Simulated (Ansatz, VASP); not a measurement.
**Two plane-wave programs on Al2O**

INCAR

```
ALGO = Normal
EDIFF = 1E-6
ENCUT = 520
GGA = PE
ISIF = 2
ISMEAR = 0
ISPIN = 2
LASPH = True
LCHARG = True
LELF = True
LORBIT = 11
LREAL = False
LVHAR = True
LWAVE = False
MAGMOM = 0 0 0 0 1 1
NBANDS = 25
NELM = 150
PREC = Accurate
SIGMA = 0.1
```

Contents of KPOINTS:

```
k-points
0
Gamma
  4 4 4
```

POSCAR

```
Al2O
1.0
    4.6023649400      0.0000000000      0.0000000000
    0.0000000000      4.6023649400      0.0000000000
    0.0000000000      0.0000000000      4.0957908400
Al O
4 2
Direct
    0.0000000000      0.0000000000      0.2500000000
    0.0000000000      0.0000000000      0.7500000000
    0.0000000000      0.5000000000      0.5000000000
    0.5000000000      0.0000000000      0.0000000000
    0.5000000000      0.5000000000      0.0000000000
    0.5000000000      0.5000000000      0.5000000000
```

Input for Ansatz:

```yaml
crystal:
  lattice:
    - [4.60236494, 0.0, 0.0]
    - [0.0, 4.60236494, 0.0]
    - [0.0, 0.0, 4.09579084]
  atoms:
    - { symbol: Al, position: [0.0, 0.0, 0.25] }
    - { symbol: Al, position: [0.0, 0.0, 0.75] }
    - { symbol: Al, position: [0.0, 0.5, 0.5] }
    - { symbol: Al, position: [0.5, 0.0, 0.0] }
    - { symbol: O, position: [0.5, 0.5, 0.0], spin: 1.0 }
    - { symbol: O, position: [0.5, 0.5, 0.5], spin: 1.0 }
basis:
  ecutwfc: 420
kpoints:
  mp_grid: { grid: [4, 4, 4] }
hamiltonian:
  xc: pbe
scf:
  occupations: { method: gaussian, width: 0.1 }
  lower_state_search: "off"
output:
  forces: true
  stress: true
  eigenvalues: true
  populations: true
magnetization:
  spin_polarized: true
```

Alike in both runs: task single point; functional PBE; k mesh 4 × 4 × 4; occupations gaussian, width 0.1 eV; collinear spin.

|  | VASP | Ansatz |
| --- | --- | --- |
| version | VASP 6.6.1 | Ansatz 0.2.0 |
| potentials or method | VASP PAW PBE potentials, release 64 (Al, O), cutoff 520 eV | scalar-relativistic, plane waves, PAW |
| valence electrons in the cell | 24 | 24 |

VASP gave:

```
gap on the k mesh at the Fermi level (eV)                     : none
pressure (GPa)                                                : 16.0
traceless stress, the component that is largest in VASP (GPa) : 30.12
net moment per atom (μB)                                      : 0.00
```

Which values does Ansatz return?

gap on the k mesh at the Fermi level (eV): none; pressure (GPa): 15.9; traceless stress, the component that is largest in VASP (GPa): 29.99; net moment per atom (μB): 0.00.

A gap of «none» marks a metal or a gap that the smearing closes. Ansatz's warnings: seeded moment not kept.

The k mesh is coarse, so the values compare programs but aren't converged.
